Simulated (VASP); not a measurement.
Ti: single point with BLYP

Ti:

```
Ti
1.0
     0.00000    2.91283    2.91283
     2.91283    0.00000    2.91283
     2.91283    2.91283    0.00000
Ti
2
Direct
  0.12500 0.12500 0.12500
  0.87500 0.87500 0.87500
```

```yaml
Program: VASP 6.6.1
Task: single point
Functional: BLYP
Potentials_or_basis: VASP PAW PBE potentials, release 64 (Ti_sv)
Cutoff: 520 eV
k_mesh: 15 × 15 × 15
Occupations: fermi-dirac, width 0.1 eV
Spin: no spin polarisation
```

```
Pressure               : 0.0 GPa
Band gap on the k mesh : zero (band 12 reaches 5.25 eV, above the bottom of band 13 at 5.07 eV)
```

Levels at points of the mesh, in eV from the Fermi level:
```tsv
k point	band 10	band 11	band 12	band 13	band 14	band 15
(0.00, 0.00, 0.00)	-0.50	-0.50	-0.12	-0.12	-0.12	1.57
```

It took 100 s on 1 thread of Intel(R) Xeon(R) Platinum 8259CL CPU @ 2.50GHz (Skylake/Cascade Lake), with other jobs on the host, peak memory 0.23 GiB.

Caveat: the PAW data sets were made with another functional, which shifts forces and pressure a little.
